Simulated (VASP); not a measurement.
# CoSi (Pm-3m) in VASP: further runs, part 2 of 2

VASP 6.6.1. Earlier steps stand in the parts before.

## 4. Relaxation of cell and atoms, r2SCAN, collinear spin, ferromagnetic start

This run uses another cell than the first one, of 10.76 Å³/atom, 1.027 times its volume.

POSCAR

```
CoSi
1.0
    2.7813340000      0.0000000000      0.0000000000
    0.0000000000      2.7813340000      0.0000000000
    0.0000000000      0.0000000000      2.7813340000
Co Si
1 1
Direct
    0.0000000000      0.0000000000      0.0000000000
    0.5000000000      0.5000000000      0.5000000000
```

INCAR.step1

```
PREC     = Accurate       # precision mode
ENCUT    = 600            # plane-wave cutoff, eV
ISMEAR   = 0              # smearing method
SIGMA    = 0.1            # smearing width, eV
LREAL    = F              # projectors in reciprocal space
LASPH    = T              # aspherical terms in the spheres
NELM     = 150            # most SCF steps
ISPIN    = 2              # spin polarisation
MAGMOM   = 0.9 0          # initial moments
LMAXMIX  = 4              # l up to which the mixer works
GGA      = PE             # functional
ALGO     = Normal         # electronic algorithm
EDIFF    = 1E-4           # SCF threshold, eV
LWAVE    = T              # write WAVECAR
LCHARG   = F              # write CHGCAR
```

INCAR.step2

```
PREC     = Accurate       # precision mode
ENCUT    = 600            # plane-wave cutoff, eV
EDIFF    = 1E-6           # SCF threshold, eV
ISMEAR   = 0              # smearing method
SIGMA    = 0.1            # smearing width, eV
LREAL    = F              # projectors in reciprocal space
LASPH    = T              # aspherical terms in the spheres
NELM     = 150            # most SCF steps
ALGO     = Normal         # electronic algorithm
ISIF     = 3              # what is computed and relaxed
LWAVE    = F              # write WAVECAR
LCHARG   = F              # write CHGCAR
ISPIN    = 2              # spin polarisation
MAGMOM   = 0.9 0          # initial moments
LORBIT   = 11             # projections on sites
LMAXMIX  = 4              # l up to which the mixer works
METAGGA  = R2SCAN         # meta-GGA
LMIXTAU  = T            
IBRION   = 2              # ionic algorithm
NSW      = 90             # ionic steps
EDIFFG   = -0.04          # ionic threshold
ISTART   = 1
```

KPOINTS

```
regular mesh
0
Gamma
  6 6 6
```

Potentials or basis: VASP PAW PBE potentials, release 64 (Co, Si).

The run is started by

```
$ cat potpaw_PBE.64/Co/POTCAR potpaw_PBE.64/Si/POTCAR > POTCAR
$ cp INCAR.step1 INCAR
$ mpirun -np 1 vasp_std > vasp.out
$ cp INCAR.step2 INCAR
$ mpirun -np 1 vasp_std > vasp.out
```

OUTCAR:

```text
PREC = Accurate
   ENCUT = 600
   EDIFF = 1E-6
   ISMEAR = 0
   LREAL = F
   LASPH = T
   NELM = 150
   ISIF = 3
   ISPIN = 2
   LORBIT = 11
   METAGGA = R2SCAN
   IBRION = 2
   NSW = 90
   EDIFFG = -0.04
   ISTART = 1

 ion  position               nearest neighbor table
   1  0.000  0.000  0.000-   2 2.41   2 2.41   2 2.41   2 2.41   2 2.41   2 2.41   2 2.41   2 2.41

   2  0.500  0.500  0.500-   1 2.41   1 2.41   1 2.41   1 2.41   1 2.41   1 2.41   1 2.41   1 2.41

  LATTYP: Found a simple cubic cell.
 ALAT       =     2.7813340000

  Lattice vectors:

 A1 = (   2.7813340000,   0.0000000000,   0.0000000000)
 A2 = (   0.0000000000,   2.7813340000,   0.0000000000)
 A3 = (   0.0000000000,   0.0000000000,   2.7813340000)

Analysis of symmetry for initial positions (statically):
=====================================================================
 Subroutine PRICEL returns:
 Original cell was already a primitive cell.
[... 520 lines left out ...]
  band No.  band energies     occupation
      1       6.6487      1.00000
      2       6.6487      1.00000
      3       6.6487      1.00000
      4      11.5379      1.00000
      5      11.5379      1.00000
      6      12.0169      1.00000
      7      14.5139      0.00000
      8      14.5139      0.00000
      9      14.5139      0.00000
     10      16.6854      0.00000
 Fermi energy:        13.6283478319

 spin component 2

 k-point     1 :       0.0000    0.0000    0.0000
  band No.  band energies     occupation
      1      -2.1243      1.00000
      2       9.6156      1.00000
      3       9.6156      1.00000
      4      11.8514      1.00000
      5      11.8514      1.00000
      6      11.8515      1.00000
      7      16.4927      0.00000
      8      16.4927      0.00000
      9      16.4927      0.00000
     10      21.3855      0.00000
[... 274 lines left out ...]
  FREE ENERGIE OF THE ION-ELECTRON SYSTEM (eV)
  ---------------------------------------------------
  free  energy   TOTEN  =       -22.6831412384 eV

  energy  without entropy=      -22.6770183522  energy(sigma->0) =      -22.68007980

 reached required accuracy - stopping structural energy minimisation

 total charge

# of ion       s       p       d       tot
------------------------------------------
    1        0.464   0.666   7.574   8.704
    2        0.697   0.883   0.000   1.580
--------------------------------------------------
tot          1.161   1.550   7.574  10.284

 magnetization (x)

# of ion       s       p       d       tot
------------------------------------------
    1        0.005  -0.010   0.787   0.782
    2        0.002   0.011   0.000   0.012
--------------------------------------------------
tot          0.007   0.001   0.787   0.794
```

OUTCAR.step1:

```text
PREC = Accurate
   ENCUT = 600
   ISMEAR = 0
   LREAL = F
   LASPH = T
[... 755 lines left out ...]
 -----------------------------------------------------------------------------------
      0.00000      0.00000      0.00000         0.000000      0.000000      0.000000
      1.39067      1.39067      1.39067         0.000000      0.000000      0.000000
 -----------------------------------------------------------------------------------
    total drift:                                0.000000      0.000000      0.000000

  FREE ENERGIE OF THE ION-ELECTRON SYSTEM (eV)
  ---------------------------------------------------
  free  energy   TOTEN  =       -13.2878659771 eV

  energy  without entropy=      -13.2819072925  energy(sigma->0) =      -13.28488663
```

OSZICAR.step1:

```text
N       E                     dE             d eps       ncg     rms          rms(c)
DAV:   1     0.483646863586E+02    0.48365E+02   -0.63530E+03   808   0.153E+03
DAV:   2    -0.126112198022E+02   -0.60976E+02   -0.57753E+02   802   0.231E+02
DAV:   3    -0.147309950652E+02   -0.21198E+01   -0.20512E+01   976   0.520E+01
DAV:   4    -0.147752596431E+02   -0.44265E-01   -0.44191E-01   926   0.667E+00
DAV:   5    -0.147762732725E+02   -0.10136E-02   -0.10136E-02   950   0.105E+00    0.146E+01
DAV:   6    -0.175541809612E+02   -0.27779E+01   -0.58653E+01   912   0.133E+02    0.174E+01
DAV:   7    -0.132886480456E+02    0.42655E+01   -0.24697E+01   950   0.889E+01    0.296E+00
DAV:   8    -0.133060351893E+02   -0.17387E-01   -0.48000E-01   924   0.679E+00    0.161E+00
DAV:   9    -0.132893484520E+02    0.16687E-01   -0.40618E-02   996   0.338E+00    0.555E-01
DAV:  10    -0.132880857541E+02    0.12627E-02   -0.31593E-03  1138   0.816E-01    0.237E-01
DAV:  11    -0.132878532239E+02    0.23253E-03   -0.21291E-04   472   0.195E-01    0.935E-02
DAV:  12    -0.132878659771E+02   -0.12753E-04   -0.96308E-05   436   0.122E-01
   1 F= -.13287866E+02 E0= -.13284887E+02  d E =-.595868E-02  mag=     0.7215
```

Run time: 43 s. Hardware: 1 thread of Intel Xeon 6975P-C (Granite Rapids), shared host; peak memory 0.16 GiB.

Results:

| Quantity | Value |
| --- | --- |
| Free energy | -22.6831 eV |
| Relaxed volume | 10.49 Å³/atom |
| Relaxed cell | a = 2.758 Å, b = 2.758 Å, c = 2.758 Å, α = 90.00°, β = 90.00°, γ = 90.00° |
| Space group after relaxing (to 0.05 Å) | Pm-3m (No. 221) |
| Energy gained by relaxing | 5.4 meV/atom |
| Ionic steps | 3 |
| Pressure after relaxing | -0.2 GPa |
| Net moment | 0.72 μB per cell |
| Site moments | Co +0.78; Si +0.01 μB |
| Valence electrons inside the program's atomic spheres | Co 8.70; Si 1.58 |

Step by step:
```tsv
step	energy change (eV)	largest force (eV/Å)	pressure (GPa)	volume (Å³)
1	0.0000	0.0000	-6.17	21.52
2	0.0089	0.0000	8.75	20.25
3	-0.0108	0.0000	-0.22	20.98
```

Final structure:
```
Co Si
1.0
     2.75796    0.00000    0.00000
     0.00000    2.75796    0.00000
     0.00000    0.00000    2.75796
Co Si
1 1
Direct
  0.00000 0.00000 0.00000
  0.50000 0.50000 0.50000
```

Caveat: the k points lie up to 0.38 Å⁻¹ apart in the final cell; the PAW data sets were made with another functional, which shifts forces and pressure a little.

## 5. Single point, r2SCAN, collinear spin, ferromagnetic start

This run uses another cell than the first one, of 10.55 Å³/atom, 1.007 times its volume.

POSCAR

```
CoSi
1.0
    2.7632776937      0.0000000000      0.0000000000
    0.0000000000      2.7632776937      0.0000000000
    0.0000000000      0.0000000000      2.7632776937
Co Si
1 1
Direct
    0.0000000000      0.0000000000      0.0000000000
    0.5000000000      0.5000000000      0.5000000000
```

INCAR.step1

```
SYSTEM = CoSi
  ALGO = Normal
  EDIFF = 1E-4
  ENCUT = 520
  GGA = PE
  ISMEAR = 0
  ISPIN = 2
  LASPH = .True.
  LCHARG = .False.
  LMAXMIX = 4
  LREAL = .False.
  LWAVE = .True.
  MAGMOM = 0.88 0
  NBANDS = 18
  NELM = 150
  PREC = Accurate
  SIGMA = 0.1
```

INCAR.step2

```
SYSTEM = CoSi
  ALGO = Normal
  EDIFF = 1E-6
  ENCUT = 520
  ISIF = 2
  ISMEAR = 0
  ISPIN = 2
  ISTART = 1
  LASPH = .True.
  LCHARG = .False.
  LMAXMIX = 4
  LMIXTAU = .True.
  LORBIT = 11
  LREAL = .False.
  LWAVE = .False.
  MAGMOM = 0.88 0
  METAGGA = R2SCAN
  NBANDS = 18
  NELM = 150
  PREC = Accurate
  SIGMA = 0.1
```

KPOINTS

```
k-points
0
Gamma
  20 20 20
  0 0 0
```

The run is started by

```
$ cat potpaw_PBE.64/Co/POTCAR potpaw_PBE.64/Si/POTCAR > POTCAR
$ cp INCAR.step1 INCAR
$ mpirun -np 1 vasp_std > vasp.out
$ cp INCAR.step2 INCAR
$ mpirun -np 1 vasp_std > vasp.out
```

It took 3.6 min on 1 thread of Intel Xeon 6975P-C (Granite Rapids), shared host; peak memory 0.28 GiB.

Results (log left out):

```
Free energy                                           : -22.6812 eV
Pressure                                              : -0.2 GPa
Net moment                                            : 0.91 μB per cell
Site moments                                          : Co +0.93; Si +0.04 μB
Valence electrons inside the program's atomic spheres : Co 8.68; Si 1.58
```

Levels at points of the mesh, in eV from the Fermi level:
Spin up:
```
           k point  band 3  band 4  band 5  band 6  band 7  band 8  band 9  band 10  band 11  band 12
(0.00, 0.00, 0.00)   -5.42   -2.52   -2.52   -2.52    2.79    2.79    2.79     7.02     7.02    12.95
(0.50, 0.00, 0.00)   -4.71   -3.77   -3.77   -2.37   -2.02    6.45    8.19     8.19     9.51     9.51
(0.50, 0.50, 0.00)   -6.16   -5.34   -3.33   -3.33   -2.43    0.79    0.95     8.44    14.04    14.80
(0.50, 0.50, 0.50)   -7.04   -2.39   -2.39   -1.71    0.85    0.85    0.85     2.89     2.89     2.89
```
Spin down:
```tsv
k point	band 2	band 3	band 4	band 5	band 6	band 7	band 8	band 9	band 10	band 11
(0.00, 0.00, 0.00)	-3.94	-3.94	-1.85	-1.85	-1.85	2.87	2.87	2.87	7.78	7.78
(0.50, 0.00, 0.00)	-9.96	-3.23	-3.23	-2.91	-1.68	0.25	6.52	8.46	8.46	9.59
(0.50, 0.50, 0.00)	-6.22	-6.22	-4.34	-2.74	-2.74	0.00	1.40	2.20	8.60	14.16
(0.50, 0.50, 0.50)	-6.78	-6.78	-1.54	0.05	0.05	0.68	0.68	0.68	3.40	3.40
```

Caveat: the PAW data sets were made with another functional, which shifts forces and pressure a little.

## 6. Summary

| task | cell | k mesh | cutoff (eV) | gap on the mesh (eV) | pressure (GPa) | moment (μB) |
| --- | --- | --- | --- | --- | --- | --- |
| single point | a = 2.757 Å, 2 atoms | 6 × 6 × 6 | 520 | none | 0.2 | 0.72 |
| single point | a = 2.781 Å, 2 atoms | 6 × 6 × 6 | 520 | none | -6.0 | 0.72 |
| relaxation of cell and atoms | relaxed from a = 2.781 Å, 2 atoms | 6 × 6 × 6 | 600 | none | -0.2 | 0.72 |
| single point | a = 2.763 Å, 2 atoms | 20 × 20 × 20 | 520 | none | -0.2 | 0.91 |

Alike in all rows: level r2SCAN; potentials or basis VASP PAW PBE potentials, release 64 (Co, Si); spin collinear, ferromagnetic start; smearing gaussian 0.1 eV.

Caveats: some runs use coarse meshes; the PAW data sets were made with another functional, which shifts forces and pressure a little.

Total energies depend on the potentials used, so only differences within one code and one set of settings carry meaning.
